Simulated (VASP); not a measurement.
# C (P6_3/mmc) in VASP: further runs

Runs on C. Level: PBE. Tasks: single point.

Program: VASP 6.6.1. These are calculated values, not measurements. Logs are shortened: lines on timing, memory, paths and dates and some standing lists are left out, and cuts for length are marked.

## Step 1: The cell of the first run

It takes space group P6_3/mmc (No. 194, hexagonal). Conventional cell: a = 2.503 Å, b = 2.503 Å, c = 4.169 Å, α = 90.00°, β = 90.00°, γ = 120.00°. C (site symmetry 3m) has 4 C at 1.54 to 1.56 Å within 2.0 Å.

## Step 2: Single point, PBE

File INCAR:

```
SYSTEM = C
ALGO = Normal
EDIFF = 1E-6
ENCUT = 520
GGA = PE
ISIF = 2
ISMEAR = 0
LASPH = .True.
LCHARG = .False.
LREAL = .False.
LWAVE = .False.
NBANDS = 16
NELM = 60
PREC = Accurate
SIGMA = 0.01
```

File KPOINTS:

```
k-points
0
Gamma
  6 6 4
  0 0 0
```

File POSCAR:

```
C
1.0
    2.5031953728      0.0000000000      0.0000000000
   -1.2515976864      2.1678307835      0.0000000000
    0.0000000000      0.0000000000      4.1688692769
C
4
Direct
    0.3333333333      0.6666666667      0.0002313179
    0.6666666667      0.3333333333      0.5002313179
    0.3333333333      0.6666666667      0.3747686821
    0.6666666667      0.3333333333      0.8747686821
```

Potentials or basis: VASP PAW PBE potentials, release 64 (C).

Run with:

```bash
> cat potpaw_PBE.64/C/POTCAR > POTCAR
> mpirun -np 1 vasp_std > vasp.out
```

OUTCAR:

```text
SYSTEM = C
   EDIFF = 1E-6
   ENCUT = 520
   GGA = PE
   ISIF = 2
   ISMEAR = 0
   LASPH = .True.
   LREAL = .False.
   NELM = 60
   PREC = Accurate

 ion  position               nearest neighbor table
   1  0.333  0.667  0.000-   4 1.54   4 1.54   4 1.54   3 1.56
   2  0.667  0.333  0.500-   3 1.54   3 1.54   3 1.54   4 1.56
   3  0.333  0.667  0.375-   2 1.54   2 1.54   2 1.54   1 1.56
   4  0.667  0.333  0.875-   1 1.54   1 1.54   1 1.54   2 1.56

  LATTYP: Found a hexagonal cell.
 ALAT       =     2.5031953728
 C/A-ratio  =     1.6654190569

  Lattice vectors:

 A1 = (   2.5031953728,   0.0000000000,   0.0000000000)
 A2 = (  -1.2515976864,   2.1678307835,   0.0000000000)
 A3 = (   0.0000000000,   0.0000000000,   4.1688692769)

Analysis of symmetry for initial positions (statically):
=====================================================================
 Subroutine PRICEL returns:
 Original cell was already a primitive cell.

 Routine SETGRP: Setting up the symmetry group for a
 hexagonal supercell.

 Subroutine GETGRP returns: Found 24 space group operations
 (whereof  6 operations were pure point group operations)
 out of a pool of 24 trial point group operations.

The static configuration has the point symmetry C_3v.
 The point group associated with its full space group is D_6h.

Analysis of symmetry for dynamics (positions and initial velocities):
=====================================================================
 Subroutine PRICEL returns:
 Original cell was already a primitive cell.

 Routine SETGRP: Setting up the symmetry group for a
 hexagonal supercell.

 Subroutine GETGRP returns: Found 24 space group operations
 (whereof  6 operations were pure point group operations)
 out of a pool of 24 trial point group operations.

The dynamic configuration has the point symmetry C_3v.
 The point group associated with its full space group is D_6h.

 Subroutine INISYM returns: Found 24 space group operations
 (whereof  6 operations are pure point group operations),
 and found     1 'primitive' translations

----------------------------------------------------------------------------------------

                                     Primitive cell

  volume of cell :      22.6224

  direct lattice vectors                    reciprocal lattice vectors
     2.503195373  0.000000000  0.000000000     0.399489393  0.230645309  0.000000000
    -1.251597686  2.167830783  0.000000000     0.000000000  0.461290617  0.000000000
     0.000000000  0.000000000  4.168869277     0.000000000  0.000000000  0.239873197

  length of vectors
     2.503195373  2.503195373  4.168869277     0.461290617  0.461290617  0.239873197

  position of ions in fractional coordinates (direct lattice)
     0.333333333  0.666666667  0.000231318
     0.666666667  0.333333333  0.500231318
     0.333333333  0.666666667  0.374768682
     0.666666667  0.333333333  0.874768682

  ion indices of the primitive-cell ions
   primitive index   ion index
                 1           1
                 2           2
                 3           3
                 4           4

----------------------------------------------------------------------------------------

 KPOINTS: k-points

Automatic generation of k-mesh.
 Grid dimensions read from file:
 generate k-points for:    6    6    4

 Generating k-lattice:

  Cartesian coordinates                     Fractional coordinates (reciprocal lattice)
     0.066581565  0.038440885  0.000000000     0.166666667  0.000000000  0.000000000
     0.000000000  0.076881770  0.000000000     0.000000000  0.166666667  0.000000000
     0.000000000  0.000000000  0.059968299     0.000000000  0.000000000  0.250000000

  Length of vectors
     0.076881770  0.076881770  0.059968299

  Shift w.r.t. Gamma in fractional coordinates (k-lattice)
     0.000000000  0.000000000  0.000000000

 Subroutine IBZKPT returns following result:
 ===========================================

 Found     21 irreducible k-points:

 Following reciprocal coordinates:
            Coordinates               Weight
  0.000000  0.000000  0.000000      1.000000
  0.166667  0.000000  0.000000      6.000000
  0.333333  0.000000  0.000000      6.000000
  0.500000 -0.000000  0.000000      3.000000
  0.166667  0.166667  0.000000      6.000000
  0.333333  0.166667  0.000000     12.000000
[... 13 lines left out ...]
  0.333333  0.166667  0.500000     12.000000
  0.333333  0.333333  0.500000      2.000000
   k-points           NKPTS =     21   k-points in BZ     NKDIM =     21   number of bands    NBANDS=     16
   number of dos      NEDOS =    301   number of ions     NIONS =      4
   total plane-waves  NPLWV =  12800
   dimension x,y,z NGX =    20 NGY =   20 NGZ =   32
   dimension x,y,z NGXF=    40 NGYF=   40 NGZF=   64
   ions per type =               4
   NGX,Y,Z   is equivalent  to a cutoff of  13.28, 13.28, 12.76 a.u.
   NGXF,Y,Z  is equivalent  to a cutoff of  26.57, 26.57, 25.52 a.u.
 SYSTEM =  C
   PREC   = accura    normal or accurate (medium, high low for compatibility)
   ISTART =      0    job   : 0-new  1-cont  2-samecut
   ICHARG =      2    charge: 1-file 2-atom 10-const
   ISPIN  =      1    spin polarized calculation?
   LNONCOLLINEAR =      F non collinear calculations
   LSORBIT =      F    spin-orbit coupling
   LASPH  =      T    aspherical Exc in radial PAW
   ENCUT  =  520.0 eV  38.22 Ry    6.18 a.u.   4.65  4.65  7.75*2*pi/ulx,y,z
   NELM   =     60;   NELMIN=  2; NELMDL= -5     # of ELM steps
   EDIFF  = 0.1E-05   stopping-criterion for ELM
   LREAL  =      F    real-space projection
   EDIFFG = 0.1E-04   stopping-criterion for IOM
   NSW    =      0    number of steps for IOM
   IBRION =     -1    ionic relax: 0-MD 1-quasi-New 2-CG
   NFREE  =      0    steps in history (QN), initial steepest desc. (CG)
   ISIF   =      2    stress and relaxation
   ISYM   =      2    0-nonsym 1-usesym 2-fastsym
   POTIM  = 0.5000    time-step for ionic-motion
   TEBEG  =    0.0;   TEEND  =   0.0 temperature during run
   PSTRESS=    0.0 pullay stress
   NELECT =      16.0000    total number of electrons
   NUPDOWN=      -1.0000    fix difference up-down
   EMIN   =  10.00;   EMAX   =-10.00  energy-range for DOS
   EFERMI =   0.00;   METHOD = LEGACY
   ISMEAR =     0;   SIGMA  =   0.01  broadening in eV -4-tet -1-fermi 0-gaus
   EFERMI_NEDOS =   21; number of points for ismear=-14 and -15
   IALGO  =     38    algorithm
   IMIX   =      4    mixing-type and parameters
     AMIX     =   0.40;   BMIX     =  1.00
     AMIX_MAG =   1.60;   BMIX_MAG =  1.00
  volume/ion in A,a.u.               =       5.66        38.17
  Fermi-wavevector in a.u.,A,eV,Ry     =   1.458597  2.756349 28.946471  2.127506
  Thomas-Fermi vector in A             =   2.575263
   LORBIT       =      0    0 simple, 1 ext, 2 COOP (PROOUT), +10 PAW based schemes
   GGA     = PE    functional components
   LHFCALC =     F    Hartree Fock is set to
   AEXX    =    0.0000 exact exchange contribution
   IVDW    =     0    specifies the selected vdW correction
   LEPSILON=     F    determine dielectric tensor
   LRPA    =     F    only Hartree local field effects (RPA)
 non-spin polarized calculation
 Gauss-broadening in eV      SIGMA  =   0.01
  energy-cutoff  :      520.00
  volume of cell :       22.62
 maximum number of plane-waves:       620
 NGX is ok and might be reduce to    20
   NGX =  9   NGY =  9   NGZ = 15

 number of electron      16.0000000 magnetization

 Free energy of the ion-electron system (eV)
  ---------------------------------------------------
  ext. energy  EPLUGINS =         0.00000000
  ---------------------------------------------------
  free energy    TOTEN  =       -36.25776410 eV

  energy without entropy =      -36.25776410  energy(sigma->0) =      -36.25776410

 E-fermi :  10.1156     XC(G=0): -13.2592

 val. band max:       10.0611168128   @ k =   0.0000   0.0000   0.0000
 cond. band min:      13.3703955074   @ k =   0.3333   0.3333   0.0000
 fundamental gap:      3.3092786945
 Fermi energy:        10.1156357353

 k-point     1 :       0.0000    0.0000    0.0000
  band No.  band energies     occupation
      1     -11.7657      2.00000
      2      -6.1837      2.00000
      3      -3.6555      2.00000
      4       6.9770      2.00000
      5       6.9770      2.00000
      6       9.5835      2.00000
[... 8 lines left out ...]
     15      24.2192      0.00000
     16      27.7901      0.00000

 k-point     2 :       0.1667    0.0000    0.0000
  band No.  band energies     occupation
      1     -11.0753      2.00000
      2      -5.5614      2.00000
      3      -3.0217      2.00000
      4       4.1041      2.00000
      5       5.8095      2.00000
      6       7.6159      2.00000
[... 8 lines left out ...]
     15      25.0536      0.00000
     16      25.2981      0.00000

 k-point     3 :       0.3333    0.0000    0.0000
  band No.  band energies     occupation
      1      -9.0470      2.00000
      2      -3.7260      2.00000
      3      -1.7767      2.00000
      4      -0.2148      2.00000
      5       3.3768      2.00000
      6       4.2080      2.00000
[... 8 lines left out ...]
     15      25.0138      0.00000
     16      26.4684      0.00000

 k-point     4 :       0.5000   -0.0000    0.0000
  band No.  band energies     occupation
      1      -6.4942      2.00000
      2      -4.6813      2.00000
      3      -1.3080      2.00000
      4       0.0231      2.00000
      5       0.7849      2.00000
      6       3.5869      2.00000
[... 8 lines left out ...]
     15      26.6597      0.00000
     16      28.5934      0.00000
[... 267 lines left out ...]
 k-point    19 :       0.1667    0.1667    0.5000
  band No.  band energies     occupation
      1      -8.0736      2.00000
      2      -8.0736      2.00000
      3       2.2535      2.00000
      4       2.2535      2.00000
      5       4.3070      2.00000
      6       4.3070      2.00000
[... 8 lines left out ...]
     15      24.0127      0.00000
     16      24.0127      0.00000

 k-point    20 :       0.3333    0.1667    0.5000
  band No.  band energies     occupation
      1      -5.5645      2.00000
      2      -5.5645      2.00000
      3      -1.3883      2.00000
      4      -1.3883      2.00000
      5       2.8656      2.00000
      6       2.8656      2.00000
[... 8 lines left out ...]
     15      25.1988      0.00000
     16      25.1988      0.00000

 k-point    21 :       0.3333    0.3333    0.5000
  band No.  band energies     occupation
      1      -3.5474      2.00000
      2      -3.5474      2.00000
      3      -2.4567      2.00000
      4      -2.4567      2.00000
      5       0.5111      2.00000
      6       0.5111      2.00000
[... 8 lines left out ...]
     15      25.4637      0.00000
     16      25.4637      0.00000

------------------------ aborting loop because EDIFF is reached ----------------------------------------

  FORCE on cell =-STRESS in cart. coord.  units (eV):
  Direction    XX          YY          ZZ          XY          YZ          ZX
  --------------------------------------------------------------------------------------
  -------------------------------------------------------------------------------------
  Total        0.7433708      0.7433708      0.5873189      0.0000000     -0.0000000     -0.0000000
  in kB       52.6474910     52.6474910     41.5954826      0.0000000     -0.0000000     -0.0000000
  external PRESSURE =      48.9634882 kB  Pullay stress =       0.0000000 kB

 VOLUME and BASIS-vectors are now :
 -----------------------------------------------------------------------------
  energy-cutoff  :      520.00
  volume of cell :       22.62
      direct lattice vectors                 reciprocal lattice vectors
     2.503195373  0.000000000  0.000000000     0.399489393  0.230645309  0.000000000
    -1.251597686  2.167830783  0.000000000     0.000000000  0.461290617  0.000000000
     0.000000000  0.000000000  4.168869277     0.000000000  0.000000000  0.239873197

 POSITION                                       TOTAL-FORCE (eV/Angst)
 -----------------------------------------------------------------------------------
     -0.00000      1.44522      0.00096         0.000000     -0.000000      0.006311
      1.25160      0.72261      2.08540        -0.000000      0.000000      0.006311
     -0.00000      1.44522      1.56236         0.000000     -0.000000     -0.006311
      1.25160      0.72261      3.64680        -0.000000      0.000000     -0.006311
 -----------------------------------------------------------------------------------
    total drift:                               -0.000000      0.000000      0.000000

  FREE ENERGIE OF THE ION-ELECTRON SYSTEM (eV)
  ---------------------------------------------------
  free  energy   TOTEN  =       -36.2577640953 eV

  energy  without entropy=      -36.2577640953  energy(sigma->0) =      -36.25776410
```

It took 8.8 s on 1 thread of AMD EPYC 7R13, shared host; peak memory 0.1 GiB.

Results:

- Free energy: -36.2578 eV
- Pressure: 4.9 GPa
- Largest force: 0.006 eV/Å
- Band gap on the k mesh: 3.31 eV, indirect (least direct gap 4.99 eV)

Forces on the atoms (eV/Å):
```
C    0.000  0.000  0.006
C    0.000  0.000  0.006
C    0.000  0.000 -0.006
C    0.000  0.000 -0.006
```

Caveat: the k points lie up to 0.48 Å⁻¹ apart.

(Part 1 of 2 ends here.)
